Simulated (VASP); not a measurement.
A run of VASP 6.6.1 is set up as follows.

Contents of INCAR:

```
PREC = Accurate ; ENCUT = 520
EDIFF = 1E-7 ; ISMEAR = -1
SIGMA = 0.11 ; LREAL = Auto
LASPH = T ; NELM = 100
ALGO = Normal ; ISIF = 2
LWAVE = F ; LCHARG = T
GGA = PE ; LELF = T
LVHAR = T ; NBANDS = 38
```

The input KPOINTS:

```
Automatic mesh
0
Gamma
  2 2 2
```

The input POSCAR:

```
Li
1.0
    7.0944470000      0.0000000000      0.0000000000
    0.0000000000      7.0944470000      0.0000000000
    0.0000000000      0.0000000000      7.0944470000
Li
16
Direct
    0.0414408621      0.1064917392     -0.0072028165
    0.6371603030      0.1734877997     -0.0139686716
    0.0736209602      0.6529472981     -0.0202411830
    0.0264995989     -0.0353938792      0.5035064749
    0.2703100044      0.3228158587      0.1873437070
    0.5137116395      0.5096662220      0.0093030507
    0.4792480654      0.1085637823      0.3590413742
    0.8279292241      0.2072184062      0.2558761803
    0.0557478264      0.4959653656      0.4234015703
    0.2807125066      0.7522503163      0.3198839881
    0.2949208021      0.2782316930      0.6745134610
    0.6466747866      0.5460185974      0.5619747388
    0.7026199505      0.8659871587      0.2113483969
    0.7794265008      0.2666028797      0.6861281788
    0.3799168561      0.6966011586      0.7760999554
    0.6902722651      0.8486919417      0.8020075420
```

Potentials or basis: VASP PAW PBE potentials, release 64 (Li_sv).

Command:

```sh
$ cat potpaw_PBE.64/Li_sv/POTCAR > POTCAR
$ mpirun -np 1 vasp_std > vasp.out
```

Task: What does it give for the largest force?

Result: 1.116 eV/Å.

Task: Estimate the band gap on the k mesh.

Result: Zero (band 24 reaches 0.53 eV, above the bottom of band 25 at -0.13 eV).

Forces in eV/Å, atoms in the order of the input:
```
Li   0.299 -0.437 -0.362
Li  -0.802 -0.190 -0.278
Li  -0.619 -0.274  0.041
Li  -0.140  0.084  0.199
Li  -0.107  0.069 -0.047
Li   0.589  0.006  0.499
Li  -0.060 -0.046  0.633
Li   0.347  0.721  0.670
Li  -0.414 -0.021  0.345
Li   0.545  0.176 -0.304
Li   0.091  0.031  0.220
Li  -0.254  0.237 -0.753
Li   0.274 -0.821  0.007
Li   0.444 -0.305 -0.092
Li  -0.806  0.470 -0.613
Li   0.612  0.302 -0.165
```

Caveat: the k points lie up to 0.44 Å⁻¹ apart; forces of over 1 eV/Å act on the atoms, so gaps and moduli don't describe the material at rest.
